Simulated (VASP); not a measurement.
A run of VASP 6.6.1 is set up as follows.

Contents of POSCAR:

```
In2Sb
1.0
    5.3799042018      0.0000000000      0.0000000000
   -2.6899521009      4.6591337087      0.0000000000
    0.0000000000      0.0000000000      6.7225520000
In Sb
4 2
Direct
    0.6666666667      0.3333333333      0.2500000000
    0.3333333333      0.6666666667      0.7500000000
    0.0000000000      0.0000000000      0.5000000000
    0.0000000000      0.0000000000      0.0000000000
    0.6666666667      0.3333333333      0.7500000000
    0.3333333333      0.6666666667      0.2500000000
```

The input INCAR.step1:

```
SYSTEM = In2Sb
PREC = Accurate ; ENCUT = 520
ISMEAR = 1 ; SIGMA = 0.3
LREAL = .False. ; LASPH = .True.
NELM = 60 ; NBANDS = 40
GGA = PE ; ALGO = Normal
EDIFF = 1E-4 ; LWAVE = .True.
LCHARG = .False.
```

File INCAR.step2:

```
SYSTEM = In2Sb
PREC = Accurate ; ENCUT = 520
EDIFF = 1E-6 ; ISMEAR = 1
SIGMA = 0.3 ; LREAL = .False.
LASPH = .True. ; NELM = 60
ALGO = Normal ; ISIF = 2
LWAVE = .False. ; LCHARG = .False.
METAGGA = R2SCAN ; LMIXTAU = .True.
NBANDS = 40 ; ISTART = 1
```

The input KPOINTS:

```
Automatic mesh
0
Gamma
  12 12 6
  0 0 0
```

Potentials or basis: VASP PAW PBE potentials, release 64 (In_d, Sb).

Run with:

```console
$ cat potpaw_PBE.64/In_d/POTCAR potpaw_PBE.64/Sb/POTCAR > POTCAR
$ cp INCAR.step1 INCAR
$ mpirun -np 1 vasp_std > vasp.out
$ cp INCAR.step2 INCAR
$ mpirun -np 1 vasp_std > vasp.out
```

(1) Estimate the pressure.

(2) What does it give for the band gap on the k mesh?

## Answers

(1) -0.9 GPa.

(2) zero (bands 31 and 32 overlap by 2.21 eV).

Caveat: so wide a smearing shifts energies and pressures; the PAW data sets were made with another functional, which shifts forces and pressure a little; spin-orbit coupling is left out, which moves the levels of the heavy elements.
